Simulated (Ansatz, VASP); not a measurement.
One calculation of ZnS, two programs

The input INCAR:

```
SYSTEM = ZnS
PREC     = Accurate       ! precision mode
ENCUT    = 520            ! plane-wave cutoff, eV
EDIFF    = 1E-6           ! SCF threshold, eV
ISMEAR   = 0              ! smearing method
SIGMA    = 0.05           ! smearing width, eV
LREAL    = .False.        ! projectors in reciprocal space
LASPH    = .True.         ! aspherical terms in the spheres
NELM     = 80             ! most SCF steps
ALGO     = Normal         ! electronic algorithm
ISIF     = 2              ! what is computed and relaxed
LWAVE    = .False.        ! write WAVECAR
LCHARG   = .False.        ! write CHGCAR
GGA      = PE             ! functional
NBANDS   = 46             ! bands
```

The input KPOINTS:

```
regular mesh
0
Gamma
  12 12 2
  0 0 0
```

The input POSCAR:

```
ZnS
1.0
    3.7313217401      0.0000000000      0.0000000000
   -1.8656608700      3.2314194166      0.0000000000
    0.0000000000      0.0000000000     12.7790783993
Zn S
4 4
Direct
    0.0000000000      0.0000000000      0.0000503469
    0.0000000000      0.0000000000      0.5000503469
    0.3333333333      0.6666666667      0.2500245137
    0.6666666667      0.3333333333      0.7500245137
    0.0000000000      0.0000000000      0.1872896978
    0.0000000000      0.0000000000      0.6872896978
    0.3333333333      0.6666666667      0.4376354415
    0.6666666667      0.3333333333      0.9376354415
```

Input for Ansatz:

```yaml
crystal:
  lattice:
    - [3.7313217401, 0.0, 0.0]
    - [-1.86566087, 3.2314194166, 0.0]
    - [0.0, 0.0, 12.7790783993]
  atoms:
    - { symbol: Zn, position: [0.0, 0.0, 5.03469e-05] }
    - { symbol: Zn, position: [0.0, 0.0, 0.5000503469] }
    - { symbol: Zn, position: [0.3333333333, 0.6666666667, 0.2500245137] }
    - { symbol: Zn, position: [0.6666666667, 0.3333333333, 0.7500245137] }
    - { symbol: S, position: [0.0, 0.0, 0.1872896978] }
    - { symbol: S, position: [0.0, 0.0, 0.6872896978] }
    - { symbol: S, position: [0.3333333333, 0.6666666667, 0.4376354415] }
    - { symbol: S, position: [0.6666666667, 0.3333333333, 0.9376354415] }
basis:
  ecutwfc: 420
kpoints:
  mp_grid: { grid: [12, 12, 2] }
hamiltonian:
  xc: pbe
scf:
  occupations: { method: gaussian, width: 0.05 }
output:
  forces: true
  stress: true
  eigenvalues: true
  write_density: true
  write_potential: true
  elf: true
  volumetric_format: npy
```

Change from the starting cell: strain -0.030 along x and y, +0.015 along z, atoms carried along.

Alike in both runs: task single point; functional PBE; k mesh 12 × 12 × 2; occupations gaussian, width 0.05 eV; no spin polarisation.

|  | VASP | Ansatz |
| --- | --- | --- |
| version | VASP 6.6.1 | Ansatz 0.2.0 |
| potentials or method | VASP PAW PBE potentials, release 64 (Zn, S), cutoff 520 eV | scalar-relativistic, plane waves, PAW |
| valence electrons in the cell | 72 | 72 |

|  | VASP | Ansatz | Ansatz less VASP |
| --- | --- | --- | --- |
| gap on the k mesh at the Fermi level (eV) | 2.14 | 2.14 | -0.006 |
| least direct gap on the mesh (eV) | 2.14 | 2.14 | -0.006 |
| pressure (GPa) | 4.0 | 3.8 | -0.18 |
| traceless stress, the component that is largest in VASP (GPa) | -4.37 | -4.34 | +0.023 |
| rms of the force components (eV/Å) | 0.174 | 0.171 | -0.0028 |

Atom by atom the forces differ by 0.003 eV/Å (rms over components). The functional is the same, so the differences come from potentials, cutoffs and numerics.
